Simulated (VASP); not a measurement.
AlZn2Ga3O8, 56 atoms in the cell. The typed cell holds 56 atoms: a = 8.278 Å, b = 8.278 Å, c = 8.278 Å, α = 90.00°, β = 90.00°, γ = 90.00°. 

| Item | Value |
| --- | --- |
| Program | VASP 6.6.1 |
| Task | single point |
| Functional | PBEsol |
| Potentials or basis | VASP PAW PBE potentials, release 64 (Zn, Ga_d, O, Al) |
| Cutoff | 520 eV |
| k mesh | 1 × 1 × 1, shifted |
| Occupations | fermi-dirac, width 0.05 eV |
| Spin | no spin polarisation |
| Dipole correction | no |
| Further INCAR settings | LREAL = Auto; ALGO = Normal; EDIFF = 1e-06; NBANDS = 262; ISYM = 0 |

Potentials or basis: VASP PAW PBE potentials, release 64 (Zn, Ga_d, O, Al).

Run with:

```sh
$ cat potpaw_PBE.64/Zn/POTCAR potpaw_PBE.64/Ga_d/POTCAR potpaw_PBE.64/O/POTCAR potpaw_PBE.64/Al/POTCAR > POTCAR
$ mpirun -np 1 vasp_std > vasp.out
```

Hardware: 1 thread of Intel Xeon 8259CL, on a shared host.

Task: Estimate the wall time of this run.

Result: Run time: 52 min on 1 thread of Intel Xeon 8259CL (shared host), peak memory 0.82 GiB. Counts: scf iterations 19, k points 4.
